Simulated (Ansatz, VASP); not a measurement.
# GeBiO4 in VASP and in Ansatz

```
CELL_PARAMETERS angstrom
3.67212 0.00000 0.00000
0.00000 3.67212 0.00000
0.00000 0.00000 5.31607
ATOMIC_POSITIONS crystal
Ge 0.50000 0.50000 0.50000
Bi 0.00000 0.00000 0.00000
O 0.50000 0.00000 0.73128
O 0.00000 0.50000 0.26872
O 0.50000 0.00000 0.26872
O 0.00000 0.50000 0.73128
```

Change from the starting cell: species swapped into the NaErF4 type (P4/mmm, No. 123).

Alike in both runs: task single point; functional PBE; k mesh 6 × 6 × 4; occupations gaussian, width 0.1 eV; no spin polarisation.

|  | VASP | Ansatz |
| --- | --- | --- |
| version | VASP 6.6.1 | Ansatz 0.2.0 |
| potentials or method | VASP PAW PBE potentials, release 64 (Ge_d, Bi_d, O), cutoff 520 eV | scalar-relativistic, plane waves, PAW |
| valence electrons in the cell | 53 | 53 |

VASP gave:

```
gap on the k mesh at the Fermi level (eV)                     : none
pressure (GPa)                                                : -2.2
traceless stress, the component that is largest in VASP (GPa) : -0.60
rms of the force components (eV/Å)                            : 0.237
```

**Question.** What did Ansatz give for the same quantities?

**Answer.** gap on the k mesh at the Fermi level (eV): none; pressure (GPa): -2.5; traceless stress, the component that is largest in VASP (GPa): -0.62; rms of the force components (eV/Å): 0.235.

Atom by atom the forces differ by 0.002 eV/Å (rms over components). A gap of «none» marks a metal or a gap that the smearing closes.

Spin-orbit coupling is off throughout.
